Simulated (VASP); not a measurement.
V:

```
V
1.0
    -1.51435    1.51435    1.51435
     1.51435   -1.51435    1.51435
     1.51435    1.51435   -1.51435
V
1
Direct
  0.00000 0.00000 0.00000
```

* Program: VASP 6.6.1
* Task: relaxation of cell and atoms
* Functional: BLYP
* Dispersion: D3(BJ)
* Potentials or basis: VASP PAW PBE potentials, release 64 (V_sv)
* Cutoff: 600 eV
* k mesh: 12 × 12 × 12
* Occupations: fermi-dirac, width 0.05 eV
* Spin: collinear spin, ferromagnetic start
* Starting moments: [2.0] μB

At the start: pressure -19.3 GPa; volume 13.89 Å³/atom.

**Question.** Where does the relaxation end?

**Answer.** Over 4 steps the energy falls by 103.5 meV/atom and the volume is 12.34 Å³/atom (-11.2 %); space group Im-3m (No. 229, to 0.1 Å) before and after; moment 0.00 μB per cell.

The path:
| step | energy change (eV) | largest force (eV/Å) | pressure (GPa) | volume (Å³) |
| --- | --- | --- | --- | --- |
| 1 | 0.0000 | 0.0000 | -19.32 | 13.89 |
| 2 | 0.0560 | 0.0000 | 37.21 | 10.79 |
| 3 | -0.1034 | 0.0000 | -0.78 | 12.38 |
| 4 | -0.1035 | 0.0000 | -0.05 | 12.34 |

Final structure:
```
CELL_PARAMETERS angstrom
-1.45571 1.45571 1.45571
1.45571 -1.45571 1.45571
1.45571 1.45571 -1.45571
ATOMIC_POSITIONS crystal
V 0.00000 0.00000 0.00000
```

Caveat: the PAW data sets were made with another functional, which shifts forces and pressure a little.
